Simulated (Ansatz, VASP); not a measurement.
## One calculation of C, two programs

The input POSCAR:

```
C
1.0
    2.3988210749     -4.3694582406      0.0000000000
    2.3988210749      4.3694582406      0.0000000000
    0.0000000000      0.0000000000      2.5047085935
C
8
Direct
    0.6481731446      0.9813388589      0.0000000000
    0.3518268554      0.0186611411      0.0000000000
    0.0186611411      0.3518268554      0.0000000000
    0.9813388589      0.6481731446      0.0000000000
    0.4047354045      0.2263276525      0.5000000000
    0.5952645955      0.7736723475      0.5000000000
    0.7736723475      0.5952645955      0.5000000000
    0.2263276525      0.4047354045      0.5000000000
```

The input INCAR.step1:

```
SYSTEM = C
  PREC = Accurate
  ENCUT = 520
  ISMEAR = 0
  SIGMA = 0.05
  LREAL = .FALSE.
  LASPH = .TRUE.
  NELM = 100
  NBANDS = 26
  GGA = PE
  ALGO = Normal
  EDIFF = 1E-4
  LWAVE = .TRUE.
  LCHARG = .FALSE.
```

Contents of INCAR.step2:

```
SYSTEM = C
  PREC = Accurate
  ENCUT = 520
  EDIFF = 1E-7
  ISMEAR = 0
  SIGMA = 0.05
  LREAL = .FALSE.
  LASPH = .TRUE.
  NELM = 100
  ALGO = Normal
  ISIF = 2
  LWAVE = .FALSE.
  LCHARG = .TRUE.
  METAGGA = R2SCAN
  LMIXTAU = .TRUE.
  LELF = .TRUE.
  LVHAR = .TRUE.
  NBANDS = 26
  ISTART = 1
```

The input KPOINTS:

```
regular mesh
0
G
  6 6 10
  0 0 0
```

Input for Ansatz:

```yaml
crystal:
  lattice:
    - [2.3988210749, -4.3694582406, 0.0]
    - [2.3988210749, 4.3694582406, 0.0]
    - [0.0, 0.0, 2.5047085935]
  atoms:
    - { symbol: C, position: [0.6481731446, 0.9813388589, 0.0] }
    - { symbol: C, position: [0.3518268554, 0.0186611411, 0.0] }
    - { symbol: C, position: [0.0186611411, 0.3518268554, 0.0] }
    - { symbol: C, position: [0.9813388589, 0.6481731446, 0.0] }
    - { symbol: C, position: [0.4047354045, 0.2263276525, 0.5] }
    - { symbol: C, position: [0.5952645955, 0.7736723475, 0.5] }
    - { symbol: C, position: [0.7736723475, 0.5952645955, 0.5] }
    - { symbol: C, position: [0.2263276525, 0.4047354045, 0.5] }
basis:
  ecutwfc: 500
kpoints:
  mp_grid: { grid: [6, 6, 10] }
hamiltonian:
  xc: r2scan
scf:
  occupations: { method: gaussian, width: 0.05 }
output:
  forces: true
  stress: true
  eigenvalues: true
```

Change from the starting cell: strain +0.1312 x Voigt [1, 0, 0, 0, 0, 0], atoms carried along.

Alike in both runs: task single point; functional r2SCAN; k mesh 6 × 6 × 10; occupations gaussian, width 0.05 eV; no spin polarisation.

|  | VASP | Ansatz |
| --- | --- | --- |
| version | VASP 6.6.1 | Ansatz 0.2.0 |
| potentials or method | VASP PAW PBE potentials, release 64 (C), cutoff 520 eV | scalar-relativistic, plane waves, PAW |
| valence electrons in the cell | 32 | 32 |

Ansatz gave:

| Quantity | Value |
| --- | --- |
| gap on the k mesh at the Fermi level (eV) | 1.87 |
| least direct gap on the mesh (eV) | 2.52 |
| pressure (GPa) | -35.2 |
| traceless stress, the component that is largest in VASP (GPa) | -61.27 |
| rms of the force components (eV/Å) | 0.626 |

Estimate VASP's values.

gap on the k mesh at the Fermi level (eV): 1.84; least direct gap on the mesh (eV): 2.49; pressure (GPa): -34.4; traceless stress, the component that is largest in VASP (GPa): -61.50; rms of the force components (eV/Å): 0.611.

VASP's potentials were made for PBE, not for r2SCAN. Atom by atom the forces differ by 0.017 eV/Å (rms over components). Both programs put the cell under strong tension, so it lies far from rest at this level.

Noted on VASP's run: the cell as given lies far from equilibrium.
